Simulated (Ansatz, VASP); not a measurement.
# Two plane-wave programs on SiF5

```
Si F
1.0
    -3.50052    3.50052    1.81876
     3.50052   -3.50052    1.81876
     3.50052    3.50052   -1.81876
Si F
1 5
Direct
  0.00000 0.00000 0.00000
  0.07226 0.22546 0.29772
  0.22546 0.92774 0.15320
  0.92774 0.77454 0.70228
  0.77454 0.07226 0.84680
  0.50000 0.50000 0.00000
```

Alike in both runs: task single point; functional PBE; k mesh 6 × 6 × 6; occupations gaussian, width 0.1 eV; collinear spin.

|  | VASP | Ansatz |
| --- | --- | --- |
| version | VASP 6.6.1 | Ansatz 0.2.0 |
| potentials or method | VASP PAW PBE potentials, release 64 (Si, F), cutoff 520 eV | scalar-relativistic, plane waves, PAW |
| valence electrons in the cell | 39 | 39 |

```csv
,VASP,Ansatz,Ansatz less VASP
gap on the k mesh at the Fermi level (eV),0.23,0.23,-0.006
least direct gap on the mesh (eV),0.37,0.36,-0.006
pressure (GPa),0.3,-0.1,-0.34
"traceless stress, the component that is largest in VASP (GPa)",-1.17,-0.66,+0.514
rms of the force components (eV/Å),0.060,0.020,-0.0397
net moment per atom (μB),0.17,0.17,0.000
size of the moment on the site where the two differ most (μB),0.23,0.22,-0.010
```

Site moments also hang on the region over which each program counts them. Atom by atom the forces differ by 0.079 eV/Å (rms over components).
